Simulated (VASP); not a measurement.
Write the native input for VASP 6.6.1 that does the following.

| Quantity | Value |
| --- | --- |
| Task | single point |
| Functional | PBEsol |
| Potentials or basis | VASP PAW PBE potentials, release 64 (Yb) |
| Cutoff | 520 eV |
| k mesh | 8 × 8 × 8 |
| Occupations | fermi-dirac, width 0.15 eV |
| Spin | no spin polarisation |
| Dipole correction | no |
| Further INCAR settings | ALGO = Normal; EDIFF = 1e-06; NBANDS = 18 |

The structure of Yb lies in POSCAR:

```
Yb
1.0
    3.4470000000      0.0000000000      0.0000000000
    0.0000000000      3.4470000000      0.0000000000
    0.0000000000      0.0000000000      3.4470000000
Yb
1
Direct
    0.5000000000      0.5000000000      0.5000000000
```

The input as run:

INCAR

```
SYSTEM = Yb
PREC = Accurate
ENCUT = 520
EDIFF = 1E-6
ISMEAR = -1
SIGMA = 0.15
LREAL = .FALSE.
LASPH = .TRUE.
NELM = 100
ALGO = Normal
ISIF = 2
LWAVE = .FALSE.
LCHARG = .FALSE.
GGA = PS
NBANDS = 18
```

KPOINTS

```
regular mesh
0
G
  8 8 8
  0 0 0
```

Potentials or basis: VASP PAW PBE potentials, release 64 (Yb).

The run is started by

```console
$ cat potpaw_PBE.64/Yb/POTCAR > POTCAR
$ mpirun -np 1 vasp_std > vasp.out
```

It gave:

```yaml
Pressure: -2.6 GPa
Band_gap_on_the_k_mesh: zero (band 12 reaches 1.38 eV, above the bottom of band 13 at 0.50 eV)
```

Caveat: the PAW data sets were made with another functional, which shifts forces and pressure a little; spin-orbit coupling is left out, which moves the levels of the heavy elements.

Wall time 59 s on 1 thread of Intel(R) Xeon(R) Platinum 8259CL CPU @ 2.50GHz (Skylake/Cascade Lake), on a shared host, peak memory 0.18 GiB.
